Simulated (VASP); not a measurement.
# SiP7 (Fm-3m) in VASP: further runs, part 2 of 2

VASP 6.6.1.

## 3. Single point, PBE

This run uses another cell than the first one, of 14.68 Å³/atom, 0.657 times its volume.

Input file INCAR:

```
ALGO = Normal ; EDIFF = 1E-6
ENCUT = 500 ; GGA = PE
GGA_COMPAT = F ; ISIF = 2
ISMEAR = 0 ; LASPH = T
LCHARG = T ; LELF = T
LREAL = F ; LVHAR = T
LWAVE = F ; NBANDS = 30
NELM = 120 ; PREC = Accurate
SIGMA = 0.2
```

Input file KPOINTS:

```
k-points
0
Gamma
  4 4 4
```

Input file POSCAR:

```
SiP7
1.0
    0.0000000000      3.8863907149      3.8863907149
    3.8863907149      0.0000000000      3.8863907149
    3.8863907149      3.8863907149      0.0000000000
Si P
1 7
Direct
    0.0000000000      0.0000000000      0.0000000000
    0.5000000000      0.0000000000      0.0000000000
    0.0000000000      0.5000000000      0.5000000000
    0.0000000000      0.5000000000      0.0000000000
    0.5000000000      0.0000000000      0.5000000000
    0.0000000000      0.0000000000      0.5000000000
    0.5000000000      0.5000000000      0.0000000000
    0.5000000000      0.5000000000      0.5000000000
```

Potentials or basis: VASP PAW PBE potentials, release 64 (Si, P).

Launch:

```bash
> cat potpaw_PBE.64/Si/POTCAR potpaw_PBE.64/P/POTCAR > POTCAR
> mpirun -np 1 vasp_std > vasp.out
```

OUTCAR:

```text
EDIFF = 1E-6
   ENCUT = 500
   GGA = PE
   ISIF = 2
   ISMEAR = 0
   LASPH = T
   LREAL = F
   NELM = 120
   PREC = Accurate

 ion  position               nearest neighbor table
   1  0.000  0.000  0.000-   2 2.75   4 2.75   6 2.75   3 2.75   5 2.75   6 2.75   3 2.75   4 2.75
                             7 2.75   2 2.75   5 2.75   7 2.75
   2  0.500  0.000  0.000-   1 2.75   5 2.75   7 2.75   5 2.75   6 2.75   8 2.75   4 2.75   7 2.75
                             8 2.75   1 2.75   4 2.75   6 2.75
   3  0.000  0.500  0.500-   4 2.75   6 2.75   8 2.75   1 2.75   4 2.75   7 2.75   1 2.75   5 2.75
                             6 2.75   5 2.75   7 2.75   8 2.75
   4  0.000  0.500  0.000-   1 2.75   3 2.75   7 2.75   3 2.75   6 2.75   8 2.75   1 2.75   2 2.75
                             6 2.75   2 2.75   7 2.75   8 2.75
   5  0.500  0.000  0.500-   2 2.75   6 2.75   8 2.75   1 2.75   2 2.75   7 2.75   3 2.75   7 2.75
                             8 2.75   1 2.75   3 2.75   6 2.75
   6  0.000  0.000  0.500-   1 2.75   3 2.75   5 2.75   1 2.75   2 2.75   4 2.75   3 2.75   4 2.75
                             8 2.75   2 2.75   5 2.75   8 2.75
   7  0.500  0.500  0.000-   2 2.75   4 2.75   8 2.75   3 2.75   5 2.75   8 2.75   1 2.75   2 2.75
                             5 2.75   1 2.75   3 2.75   4 2.75
   8  0.500  0.500  0.500-   3 2.75   5 2.75   7 2.75   2 2.75   4 2.75   7 2.75   2 2.75   5 2.75
                             6 2.75   3 2.75   4 2.75   6 2.75

  LATTYP: Found a face centered cubic cell.
 ALAT       =     7.7727814298

  Lattice vectors:

 A1 = (   0.0000000000,   3.8863907149,   3.8863907149)
 A2 = (   3.8863907149,   0.0000000000,   3.8863907149)
 A3 = (   3.8863907149,   3.8863907149,   0.0000000000)

Analysis of symmetry for initial positions (statically):
=====================================================================
 Subroutine PRICEL returns:
 Original cell was already a primitive cell.

 Routine SETGRP: Setting up the symmetry group for a
 face centered cubic supercell.

 Subroutine GETGRP returns: Found 48 space group operations
 (whereof 48 operations were pure point group operations)
 out of a pool of 48 trial point group operations.

The static configuration has the point symmetry O_h .

Analysis of symmetry for dynamics (positions and initial velocities):
=====================================================================
 Subroutine PRICEL returns:
 Original cell was already a primitive cell.

 Routine SETGRP: Setting up the symmetry group for a
 face centered cubic supercell.

 Subroutine GETGRP returns: Found 48 space group operations
 (whereof 48 operations were pure point group operations)
 out of a pool of 48 trial point group operations.

The dynamic configuration has the point symmetry O_h .

 Subroutine INISYM returns: Found 48 space group operations
 (whereof 48 operations are pure point group operations),
 and found     1 'primitive' translations

----------------------------------------------------------------------------------------

                                     Primitive cell

  volume of cell :     117.4003

  direct lattice vectors                    reciprocal lattice vectors
     0.000000000  3.886390715  3.886390715    -0.128654074  0.128654074  0.128654074
     3.886390715  0.000000000  3.886390715     0.128654074 -0.128654074  0.128654074
     3.886390715  3.886390715  0.000000000     0.128654074  0.128654074 -0.128654074

[... 59 lines left out ...]
 -0.250000  0.500000  0.250000      6.000000
   k-points           NKPTS =      8   k-points in BZ     NKDIM =      8   number of bands    NBANDS=     30
   number of dos      NEDOS =    301   number of ions     NIONS =      8
   total plane-waves  NPLWV =  64000
   dimension x,y,z NGX =    40 NGY =   40 NGZ =   40
   dimension x,y,z NGXF=    80 NGYF=   80 NGZF=   80
   ions per type =               1   7
   NGX,Y,Z   is equivalent  to a cutoff of  12.10, 12.10, 12.10 a.u.
   NGXF,Y,Z  is equivalent  to a cutoff of  24.20, 24.20, 24.20 a.u.
 SYSTEM =  unknown system
   PREC   = accura    normal or accurate (medium, high low for compatibility)
   ISTART =      0    job   : 0-new  1-cont  2-samecut
   ICHARG =      2    charge: 1-file 2-atom 10-const
   ISPIN  =      1    spin polarized calculation?
   LNONCOLLINEAR =      F non collinear calculations
   LSORBIT =      F    spin-orbit coupling
   LASPH  =      T    aspherical Exc in radial PAW
   ENCUT  =  500.0 eV  36.75 Ry    6.06 a.u.  10.02 10.02 10.02*2*pi/ulx,y,z
   NELM   =    120;   NELMIN=  2; NELMDL= -5     # of ELM steps
   EDIFF  = 0.1E-05   stopping-criterion for ELM
   LREAL  =      F    real-space projection
   EDIFFG = 0.1E-04   stopping-criterion for IOM
   NSW    =      0    number of steps for IOM
   IBRION =     -1    ionic relax: 0-MD 1-quasi-New 2-CG
   NFREE  =      0    steps in history (QN), initial steepest desc. (CG)
   ISIF   =      2    stress and relaxation
   ISYM   =      2    0-nonsym 1-usesym 2-fastsym
   POTIM  = 0.5000    time-step for ionic-motion
   TEBEG  =    0.0;   TEEND  =   0.0 temperature during run
   PSTRESS=    0.0 pullay stress
   NELECT =      39.0000    total number of electrons
   NUPDOWN=      -1.0000    fix difference up-down
   EMIN   =  10.00;   EMAX   =-10.00  energy-range for DOS
   EFERMI =   0.00;   METHOD = LEGACY
   ISMEAR =     0;   SIGMA  =   0.20  broadening in eV -4-tet -1-fermi 0-gaus
   EFERMI_NEDOS =   21; number of points for ismear=-14 and -15
   IALGO  =     38    algorithm
   IMIX   =      4    mixing-type and parameters
     AMIX     =   0.40;   BMIX     =  1.00
     AMIX_MAG =   1.60;   BMIX_MAG =  1.00
  volume/ion in A,a.u.               =      14.68        99.03
  Fermi-wavevector in a.u.,A,eV,Ry     =   1.133809  2.142588 17.490601  1.285523
  Thomas-Fermi vector in A             =   2.270512
   LORBIT       =      0    0 simple, 1 ext, 2 COOP (PROOUT), +10 PAW based schemes
   GGA     = PE    functional components
   LHFCALC =     F    Hartree Fock is set to
   AEXX    =    0.0000 exact exchange contribution
   IVDW    =     0    specifies the selected vdW correction
   LEPSILON=     F    determine dielectric tensor
   LRPA    =     F    only Hartree local field effects (RPA)
 non-spin polarized calculation
 Gauss-broadening in eV      SIGMA  =   0.20
  energy-cutoff  :      500.00
  volume of cell :      117.40
 maximum number of plane-waves:      2998
   NGX = 21   NGY = 21   NGZ = 21

 number of electron      38.9999999 magnetization

 Free energy of the ion-electron system (eV)
  ---------------------------------------------------
  ext. energy  EPLUGINS =         0.00000000
  ---------------------------------------------------
  free energy    TOTEN  =       -36.42266579 eV

  energy without entropy =      -36.28074069  energy(sigma->0) =      -36.35170324

 E-fermi :   9.6107     XC(G=0): -11.4021

 val. band max:        9.5897116405   @ k =   0.5000   0.2500   0.0000
 cond. band min:       9.6466729267   @ k =   0.5000   0.0000   0.0000
 fundamental gap:      0.0569612862
 Fermi energy:         9.6106731793

 k-point     1 :       0.0000    0.0000    0.0000
  band No.  band energies     occupation
      1      -6.3619      2.00000
      2      -0.7691      2.00000
      3      -0.7691      2.00000
      4      -0.7691      2.00000
      5       0.1278      2.00000
      6       1.7389      2.00000
[... 253 lines left out ...]
     29      13.7904      0.00000
     30      14.0307      0.00000

------------------------ aborting loop because EDIFF is reached ----------------------------------------

  FORCE on cell =-STRESS in cart. coord.  units (eV):
  Direction    XX          YY          ZZ          XY          YZ          ZX
  --------------------------------------------------------------------------------------
  -------------------------------------------------------------------------------------
  Total       -0.2055102     -0.2055102     -0.2055102     -0.0000000     -0.0000000     -0.0000000
  in kB       -2.8046241     -2.8046241     -2.8046241     -0.0000000     -0.0000000     -0.0000000
  external PRESSURE =      -2.8046241 kB  Pullay stress =       0.0000000 kB

 VOLUME and BASIS-vectors are now :
 -----------------------------------------------------------------------------
  energy-cutoff  :      500.00
  volume of cell :      117.40
      direct lattice vectors                 reciprocal lattice vectors
     0.000000000  3.886390715  3.886390715    -0.128654074  0.128654074  0.128654074
     3.886390715  0.000000000  3.886390715     0.128654074 -0.128654074  0.128654074
     3.886390715  3.886390715  0.000000000     0.128654074  0.128654074 -0.128654074

 POSITION                                       TOTAL-FORCE (eV/Angst)
 -----------------------------------------------------------------------------------
      0.00000      0.00000      0.00000        -0.000000     -0.000000      0.000000
      0.00000      1.94320      1.94320         0.000000      0.000000     -0.000000
      3.88639      1.94320      1.94320         0.000000     -0.000000      0.000000
      1.94320      0.00000      1.94320        -0.000000      0.000000     -0.000000
      1.94320      3.88639      1.94320         0.000000     -0.000000      0.000000
      1.94320      1.94320      0.00000        -0.000000     -0.000000     -0.000000
      1.94320      1.94320      3.88639        -0.000000     -0.000000      0.000000
      3.88639      3.88639      3.88639         0.000000     -0.000000      0.000000
 -----------------------------------------------------------------------------------
    total drift:                                0.000000      0.000000      0.000000

  FREE ENERGIE OF THE ION-ELECTRON SYSTEM (eV)
  ---------------------------------------------------
  free  energy   TOTEN  =       -36.4226657883 eV

  energy  without entropy=      -36.2807406871  energy(sigma->0) =      -36.35170324
```

Run time: 33 s. Hardware: 1 thread of Intel Xeon Platinum 8488C (Sapphire Rapids), shared host; peak memory 0.23 GiB.

Results:

```
Free energy : -36.4227 eV
Pressure    : -0.3 GPa
```

Levels at points of the mesh, in eV from the Fermi level:
```csv
k point,band 16,band 17,band 18,band 19,band 20,band 21,band 22,band 23
"(0.00, 0.00, 0.00)",0.75,0.75,0.75,1.25,1.25,1.25,4.50,4.50
"(0.50, 0.00, 0.00)",-0.89,-0.81,-0.81,-0.79,-0.78,0.04,0.60,2.15
"(0.50, 0.50, 0.00)",-2.29,-2.29,-2.17,-2.17,-2.16,-1.64,-1.27,2.56
```
